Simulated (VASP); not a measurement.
# TiTe2 (P-3m1) in VASP: a series of runs

Runs on TiTe2. Level: LDA+U. Tasks: single point, relaxation of cell and atoms.

All numbers are computed with VASP 6.6.1; they aren't measurements. Logs are shortened: lines on timing, memory, paths and dates and some standing lists are left out, and cuts for length are marked.

### Step 1. The cell of the first run

The structure is trigonal, space group P-3m1 (No. 164). The conventional cell has a = 3.939 Å, b = 3.939 Å, c = 6.349 Å, α = 90.00°, β = 90.00°, γ = 120.00°. Within 4.0 Å of Te (site symmetry 3m) lie 3 Ti at 2.80 Å and 12 Te at 3.82 to 3.99 Å. Ti (site symmetry -3m) has 6 Te at 2.80 Å within 3.7 Å.

### Step 2. Single point, LDA+U

The input, INCAR:

```
ALGO = Normal ; EDIFF = 1E-6
ENCUT = 520 ; GGA = CA
ISIF = 2 ; ISMEAR = -1
LASPH = True ; LCHARG = True
LDAU = True ; LDAUJ = 0 0
LDAUL = -1 2 ; LDAUPRINT = 1
LDAUTYPE = 2 ; LDAUU = 0 6.2
LELF = True ; LMAXMIX = 4
LREAL = False ; LVHAR = True
LWAVE = False ; NBANDS = 19
NELM = 150 ; PREC = Accurate
SIGMA = 0.05
```

The input, KPOINTS:

```
k-points
0
Gamma
  8 8 4
```

The input, POSCAR:

```
TiTe2
1.0
    3.9391150223      0.0000000000      0.0000000000
   -1.9695575112      3.4113736777      0.0000000000
    0.0000000000      0.0000000000      6.3490316641
Te Ti
2 1
Direct
    0.3333333333      0.6666666667      0.7418237073
    0.6666666667      0.3333333333      0.2581762927
    0.0000000000      0.0000000000      0.0000000000
```

Potentials or basis: VASP PAW LDA potentials, release 64 (Te, Ti_sv).

Started as:

```sh
$ cat potpaw_LDA.64/Te/POTCAR potpaw_LDA.64/Ti_sv/POTCAR > POTCAR
$ mpirun -np 1 vasp_std > vasp.out
```

OUTCAR:

```text
EDIFF = 1E-6
   ENCUT = 520
   GGA = CA
   ISIF = 2
   ISMEAR = -1
   LASPH = True
   LREAL = False
   NELM = 150
   PREC = Accurate

 ion  position               nearest neighbor table
   1  0.333  0.667  0.742-   3 2.80   3 2.80   3 2.80
   2  0.667  0.333  0.258-   3 2.80   3 2.80   3 2.80
   3  0.000  0.000  0.000-   1 2.80   2 2.80   1 2.80   2 2.80   2 2.80   1 2.80

  LATTYP: Found a hexagonal cell.
 ALAT       =     3.9391150223
 C/A-ratio  =     1.6117913867

  Lattice vectors:

 A1 = (   3.9391150223,   0.0000000000,   0.0000000000)
 A2 = (  -1.9695575112,   3.4113736777,   0.0000000000)
 A3 = (   0.0000000000,   0.0000000000,   6.3490316641)

Analysis of symmetry for initial positions (statically):
=====================================================================
 Subroutine PRICEL returns:
 Original cell was already a primitive cell.

 Routine SETGRP: Setting up the symmetry group for a
 hexagonal supercell.

 Subroutine GETGRP returns: Found 12 space group operations
 (whereof 12 operations were pure point group operations)
 out of a pool of 24 trial point group operations.

The static configuration has the point symmetry D_3d.

Analysis of symmetry for dynamics (positions and initial velocities):
=====================================================================
 Subroutine PRICEL returns:
 Original cell was already a primitive cell.

 Routine SETGRP: Setting up the symmetry group for a
 hexagonal supercell.

 Subroutine GETGRP returns: Found 12 space group operations
 (whereof 12 operations were pure point group operations)
 out of a pool of 24 trial point group operations.

The dynamic configuration has the point symmetry D_3d.

 Subroutine INISYM returns: Found 12 space group operations
 (whereof 12 operations are pure point group operations),
 and found     1 'primitive' translations

----------------------------------------------------------------------------------------

                                     Primitive cell

  volume of cell :      85.3170

  direct lattice vectors                    reciprocal lattice vectors
     3.939115022  0.000000000  0.000000000     0.253864128  0.146568523  0.000000000
    -1.969557511  3.411373678  0.000000000     0.000000000  0.293137045  0.000000000
     0.000000000  0.000000000  6.349031664     0.000000000  0.000000000  0.157504333

  length of vectors
     3.939115022  3.939115022  6.349031664     0.293137045  0.293137045  0.157504333

  position of ions in fractional coordinates (direct lattice)
     0.333333333  0.666666667  0.741823707
     0.666666667  0.333333333  0.258176293
     0.000000000  0.000000000  0.000000000

  ion indices of the primitive-cell ions
   primitive index   ion index
                 1           1
                 2           2
                 3           3

----------------------------------------------------------------------------------------

 KPOINTS: k-points

Automatic generation of k-mesh.
 Grid dimensions read from file:
 generate k-points for:    8    8    4

 Generating k-lattice:

  Cartesian coordinates                     Fractional coordinates (reciprocal lattice)
     0.031733016  0.018321065  0.000000000     0.125000000  0.000000000  0.000000000
     0.000000000  0.036642131  0.000000000     0.000000000  0.125000000  0.000000000
     0.000000000  0.000000000  0.039376083     0.000000000  0.000000000  0.250000000

  Length of vectors
     0.036642131  0.036642131  0.039376083

  Shift w.r.t. Gamma in fractional coordinates (k-lattice)
     0.000000000  0.000000000  0.000000000

[... 37 lines left out ...]
   ions per type =               2   1
   NGX,Y,Z   is equivalent  to a cutoff of  12.66, 12.66, 12.57 a.u.
   NGXF,Y,Z  is equivalent  to a cutoff of  25.32, 25.32, 25.14 a.u.
 SYSTEM =  unknown system
   PREC   = accura    normal or accurate (medium, high low for compatibility)
   ISTART =      0    job   : 0-new  1-cont  2-samecut
   ICHARG =      2    charge: 1-file 2-atom 10-const
   ISPIN  =      1    spin polarized calculation?
   LNONCOLLINEAR =      F non collinear calculations
   LSORBIT =      F    spin-orbit coupling
   LASPH  =      T    aspherical Exc in radial PAW
   ENCUT  =  520.0 eV  38.22 Ry    6.18 a.u.   7.32  7.32 11.80*2*pi/ulx,y,z
   NELM   =    150;   NELMIN=  2; NELMDL= -5     # of ELM steps
   EDIFF  = 0.1E-05   stopping-criterion for ELM
   LREAL  =      F    real-space projection
   EDIFFG = 0.1E-04   stopping-criterion for IOM
   NSW    =      0    number of steps for IOM
   IBRION =     -1    ionic relax: 0-MD 1-quasi-New 2-CG
   NFREE  =      0    steps in history (QN), initial steepest desc. (CG)
   ISIF   =      2    stress and relaxation
   ISYM   =      2    0-nonsym 1-usesym 2-fastsym
   POTIM  = 0.5000    time-step for ionic-motion
   TEBEG  =    0.0;   TEEND  =   0.0 temperature during run
   PSTRESS=    0.0 pullay stress
   NELECT =      24.0000    total number of electrons
   NUPDOWN=      -1.0000    fix difference up-down
   EMIN   =  10.00;   EMAX   =-10.00  energy-range for DOS
   EFERMI =   0.00;   METHOD = LEGACY
   ISMEAR =    -1;   SIGMA  =   0.05  broadening in eV -4-tet -1-fermi 0-gaus
   EFERMI_NEDOS =   21; number of points for ismear=-14 and -15
   IALGO  =     38    algorithm
   IMIX   =      4    mixing-type and parameters
     AMIX     =   0.40;   BMIX     =  1.00
     AMIX_MAG =   1.60;   BMIX_MAG =  1.00
  volume/ion in A,a.u.               =      28.44       191.92
  Fermi-wavevector in a.u.,A,eV,Ry     =   1.072672  2.027055 15.655193  1.150624
  Thomas-Fermi vector in A             =   2.208448
   LORBIT       =      0    0 simple, 1 ext, 2 COOP (PROOUT), +10 PAW based schemes
 LDA+U is selected, type is set to LDAUTYPE =  2
   angular momentum for each species LDAUL =    -1    2
   U (eV)           for each species LDAUU =   0.0  6.2
   J (eV)           for each species LDAUJ =   0.0  0.0
   GGA     = CA    functional components
   LHFCALC =     F    Hartree Fock is set to
   AEXX    =    0.0000 exact exchange contribution
   IVDW    =     0    specifies the selected vdW correction
   LEPSILON=     F    determine dielectric tensor
   LRPA    =     F    only Hartree local field effects (RPA)
 non-spin polarized calculation
  energy-cutoff  :      520.00
  volume of cell :       85.32
 maximum number of plane-waves:      2340
 NGX is ok and might be reduce to    30
   NGX = 15   NGY = 15   NGZ = 23

atom =   3  type =  2  l = 2

 onsite density matrix

spin component  1

  0.1355  0.0000  0.0000  0.1056  0.0000
  0.0000  0.2427 -0.0000 -0.0000  0.1056
  0.0000 -0.0000  0.0619  0.0000 -0.0000
  0.1056 -0.0000  0.0000  0.2427 -0.0000
  0.0000  0.1056 -0.0000 -0.0000  0.1355

spin component  2

  0.1355  0.0000  0.0000  0.1056  0.0000
  0.0000  0.2427 -0.0000 -0.0000  0.1056
  0.0000 -0.0000  0.0619  0.0000 -0.0000
  0.1056 -0.0000  0.0000  0.2427 -0.0000
  0.0000  0.1056 -0.0000 -0.0000  0.1355

 occupancies and eigenvectors

  o =  0.0619  v = -0.0000 -0.0000  1.0000  0.0000  0.0000  0.0000  0.0000  0.0000  0.0000  0.0000      0.0000  0.0000  0.0000  0.0000  0.0000  0.0000  0.0000  0.0000  0.0000  0.0000
  o =  0.0619  v =  0.0000  0.0000  0.0000  0.0000  0.0000 -0.0000 -0.0000  1.0000  0.0000  0.0000      0.0000  0.0000  0.0000  0.0000  0.0000  0.0000  0.0000  0.0000  0.0000  0.0000
  o =  0.0707  v =  0.3658 -0.4725 -0.0000 -0.2245  0.7698  0.0000  0.0000  0.0000  0.0000  0.0000      0.0000  0.0000  0.0000  0.0000  0.0000  0.0000  0.0000  0.0000  0.0000  0.0000
  o =  0.0707  v =  0.0000  0.0000  0.0000  0.0000  0.0000  0.3658 -0.4725 -0.0000 -0.2245  0.7698      0.0000  0.0000  0.0000  0.0000  0.0000  0.0000  0.0000  0.0000  0.0000  0.0000
  o =  0.0707  v =  0.0000  0.0000  0.0000  0.0000  0.0000 -0.7698 -0.2245 -0.0000  0.4725  0.3658      0.0000  0.0000  0.0000  0.0000  0.0000  0.0000  0.0000  0.0000  0.0000  0.0000
  o =  0.0707  v = -0.7698 -0.2245 -0.0000  0.4725  0.3658  0.0000  0.0000  0.0000  0.0000  0.0000      0.0000  0.0000  0.0000  0.0000  0.0000  0.0000  0.0000  0.0000  0.0000  0.0000
  o =  0.3075  v =  0.0000  0.0000  0.0000  0.0000  0.0000  0.2246  0.7697 -0.0000  0.3659  0.4725      0.0000  0.0000  0.0000  0.0000  0.0000  0.0000  0.0000  0.0000  0.0000  0.0000
  o =  0.3075  v =  0.2246  0.7697 -0.0000  0.3659  0.4725  0.0000  0.0000  0.0000  0.0000  0.0000      0.0000  0.0000  0.0000  0.0000  0.0000  0.0000  0.0000  0.0000  0.0000  0.0000
  o =  0.3075  v = -0.4725  0.3659 -0.0000 -0.7697  0.2246  0.0000  0.0000  0.0000  0.0000  0.0000      0.0000  0.0000  0.0000  0.0000  0.0000  0.0000  0.0000  0.0000  0.0000  0.0000
  o =  0.3075  v =  0.0000  0.0000  0.0000  0.0000  0.0000 -0.4725  0.3659 -0.0000 -0.7697  0.2246      0.0000  0.0000  0.0000  0.0000  0.0000  0.0000  0.0000  0.0000  0.0000  0.0000

 number of electron      24.0000004 magnetization

 Free energy of the ion-electron system (eV)
  ---------------------------------------------------
  ext. energy  EPLUGINS =         0.00000000
  ---------------------------------------------------
  free energy    TOTEN  =       -13.90431465 eV

  energy without entropy =      -13.89458447  energy(sigma->0) =      -13.89944956

 E-fermi :   6.5958     XC(G=0):  -9.8209

 val. band max:        6.5642671141   @ k =   0.0000   0.0000   0.2500
 cond. band min:       6.6202745887   @ k =   0.5000   0.0000   0.2500
 fundamental gap:      0.0560074746
 Fermi energy:         6.5958432204

 k-point     1 :       0.0000    0.0000    0.0000
  band No.  band energies     occupation
      1     -52.5408      2.00000
      2     -29.1165      2.00000
      3     -29.1165      2.00000
      4     -29.0477      2.00000
      5      -6.0562      2.00000
      6      -4.4673      2.00000
[... 505 lines left out ...]
      6      -4.2466      2.00000
[... 11 lines left out ...]
     18      11.2370      0.00000
     19      12.1172      0.00000

 [... further k-points ...]

------------------------ aborting loop because EDIFF is reached ----------------------------------------

  FORCE on cell =-STRESS in cart. coord.  units (eV):
  Direction    XX          YY          ZZ          XY          YZ          ZX
  --------------------------------------------------------------------------------------
  -------------------------------------------------------------------------------------
  Total       -1.6774778     -1.6774778     -0.4908655      0.0000000      0.0000000      0.0000000
  in kB      -31.5015499    -31.5015499     -9.2180208      0.0000000      0.0000000      0.0000000
  external PRESSURE =     -24.0737069 kB  Pullay stress =       0.0000000 kB

 VOLUME and BASIS-vectors are now :
 -----------------------------------------------------------------------------
  energy-cutoff  :      520.00
  volume of cell :       85.32
      direct lattice vectors                 reciprocal lattice vectors
     3.939115022  0.000000000  0.000000000     0.253864128  0.146568523  0.000000000
    -1.969557511  3.411373678  0.000000000     0.000000000  0.293137045  0.000000000
     0.000000000  0.000000000  6.349031664     0.000000000  0.000000000  0.157504333

 POSITION                                       TOTAL-FORCE (eV/Angst)
 -----------------------------------------------------------------------------------
     -0.00000      2.27425      4.70986         0.000000      0.000000      0.018503
      1.96956      1.13712      1.63917        -0.000000      0.000000     -0.018503
      0.00000      0.00000      0.00000        -0.000000      0.000000      0.000000
 -----------------------------------------------------------------------------------
    total drift:                               -0.000000     -0.000000     -0.000000

  FREE ENERGIE OF THE ION-ELECTRON SYSTEM (eV)
  ---------------------------------------------------
  free  energy   TOTEN  =       -13.9043146547 eV

  energy  without entropy=      -13.8945844653  energy(sigma->0) =      -13.89944956
```

Run time: 90 s. Hardware: 1 thread of AMD EPYC 7R13, shared host; peak memory 0.17 GiB.

Results:

```
Free energy            : -13.9043 eV
Pressure               : -2.4 GPa
Largest force          : 0.019 eV/Å
Band gap on the k mesh : zero (bands 12 and 13 overlap by 0.39 eV)
```

Forces on the atoms (eV/Å):
```
Te   0.000  0.000  0.019
Te   0.000  0.000 -0.019
Ti   0.000  0.000  0.000
```

Levels at points of the mesh, in eV from the Fermi level:
| k point | band 8 | band 9 | band 10 | band 11 | band 12 | band 13 | band 14 | band 15 | band 16 | band 17 |
| --- | --- | --- | --- | --- | --- | --- | --- | --- | --- | --- |
| (0.00, 0.00, 0.00) | -2.50 | -2.50 | 0.13 | 0.13 | 0.35 | 0.35 | 0.37 | 0.76 | 2.34 | 2.34 |
| (0.50, 0.00, 0.00) | -3.87 | -3.10 | -2.67 | -2.40 | -1.97 | 0.04 | 1.12 | 1.25 | 1.83 | 2.64 |
| (0.00, 0.00, 0.50) | -2.69 | -2.43 | -2.43 | -0.17 | -0.17 | 0.36 | 0.36 | 1.15 | 2.73 | 2.73 |
| (0.50, 0.00, 0.50) | -4.80 | -2.66 | -2.61 | -1.49 | -1.34 | -0.04 | 1.04 | 1.36 | 2.00 | 2.52 |

Eigenvalues of the final occupation matrices:
```
    site  spin  trace               eigenvalues
site 3 d     1   0.82  0.06 0.07 0.07 0.31 0.31
site 3 d     2   0.82  0.06 0.07 0.07 0.31 0.31
```

Caveat: spin-orbit coupling is left out, which moves the levels of the heavy elements; U without spin polarisation on a metal has little footing; the U is typed as a test and isn't derived for this compound.

### Step 3. Relaxation of cell and atoms, LDA+U

This run uses another cell than the first one, of 26.76 Å³/atom.

The input, INCAR:

```
PREC = Accurate
ENCUT = 600
EDIFF = 1E-6
ISMEAR = -1
SIGMA = 0.05
LREAL = F
LASPH = T
NELM = 150
ALGO = Normal
ISIF = 3
LWAVE = F
LCHARG = F
LMAXMIX = 4
LDAU = T
LDAUTYPE = 2
LDAUL = -1 2
LDAUU = 0 6.2
LDAUJ = 0 0
LDAUPRINT = 1
IBRION = 2
NSW = 60
EDIFFG = -0.01
```

The input, KPOINTS:

```
regular mesh
0
Gamma
  8 8 4
```

The input, POSCAR:

```
TiTe2
1.0
    3.7770000000      0.0000000000      0.0000000000
   -1.8885000000      3.2709779501      0.0000000000
    0.0000000000      0.0000000000      6.4980000000
Te Ti
2 1
Direct
    0.3333333333      0.6666666667      0.7372000000
    0.6666666667      0.3333333333      0.2628000000
    0.0000000000      0.0000000000      0.0000000000
```

Potentials or basis: VASP PAW LDA potentials, release 64 (Te, Ti_sv).

Started as:

```sh
$ cat potpaw_LDA.64/Te/POTCAR potpaw_LDA.64/Ti_sv/POTCAR > POTCAR
$ mpirun -np 1 vasp_std > vasp.out
```

Run time: 7.9 min. Hardware: 1 thread of AMD EPYC 7R13, shared host; peak memory 0.19 GiB.

Results (log left out):

| Property | Result |
| --- | --- |
| Free energy | -13.9643 eV |
| Relaxed volume | 26.68 Å³/atom |
| Relaxed cell | a = 3.800 Å, b = 3.800 Å, c = 6.401 Å, α = 90.00°, β = 90.00°, γ = 120.00° |
| Space group after relaxing (to 0.1 Å) | P-3m1 (No. 164) |
| Energy gained by relaxing | 1.0 meV/atom |
| Ionic steps | 10 |
| Pressure after relaxing | 0.0 GPa |
| Band gap on the k mesh | zero (bands 12 and 13 overlap by 0.62 eV) |

Step by step:
| step | energy change (eV) | largest force (eV/Å) | pressure (GPa) | volume (Å³) |
| --- | --- | --- | --- | --- |
| 1 | 0.0000 | 0.0259 | 0.10 | 80.28 |
| 2 | -0.0018 | 0.0018 | 0.00 | 80.47 |
| 3 | -0.0024 | 0.0204 | -0.09 | 80.65 |
| 4 | -0.0024 | 0.0220 | -0.12 | 80.66 |
| 5 | -0.0026 | 0.0457 | 0.06 | 80.41 |
| 6 | -0.0026 | 0.0472 | 0.07 | 80.39 |
| 7 | -0.0027 | 0.0399 | 0.04 | 80.34 |
| 8 | -0.0029 | 0.0179 | 0.02 | 80.18 |
| 9 | -0.0028 | 0.0266 | -0.05 | 79.85 |
| 10 | -0.0030 | 0.0014 | 0.00 | 80.05 |

Final structure:
```cif
data_structure
_symmetry_space_group_name_H-M 'P 1'
_symmetry_Int_Tables_number 1
_cell_length_a 3.8003
_cell_length_b 3.8003
_cell_length_c 6.4007
_cell_angle_alpha 90.000
_cell_angle_beta 90.000
_cell_angle_gamma 120.000
_cell_volume 80.05
loop_
_atom_site_label
_atom_site_type_symbol
_atom_site_fract_x
_atom_site_fract_y
_atom_site_fract_z
_atom_site_occupancy
Te1 Te 0.33333 0.66667 0.73576 1
Te2 Te 0.66667 0.33333 0.26424 1
Ti1 Ti 0.00000 0.00000 0.00000 1
```

Levels at points of the mesh, in eV from the Fermi level:
```tsv
k point	band 9	band 10	band 11	band 12	band 13	band 14	band 15	band 16
(0.00, 0.00, 0.00)	-2.21	0.31	0.47	0.47	0.54	0.54	0.67	2.61
(0.50, 0.00, 0.00)	-3.24	-2.76	-2.26	-1.73	0.04	1.38	1.64	1.95
(0.00, 0.00, 0.50)	-2.13	-2.13	0.21	0.21	0.48	0.48	1.28	3.06
(0.50, 0.00, 0.50)	-2.77	-2.55	-1.38	-1.18	-0.15	1.31	1.70	2.19
```

Eigenvalues of the final occupation matrices:
```tsv
site	spin	trace	eigenvalues
site 3 d	1	0.84	0.07 0.08 0.08 0.30 0.30
site 3 d	2	0.84	0.07 0.08 0.08 0.30 0.30
```

Caveat: spin-orbit coupling is left out, which moves the levels of the heavy elements; U without spin polarisation on a metal has little footing; the U is typed as a test and isn't derived for this compound.
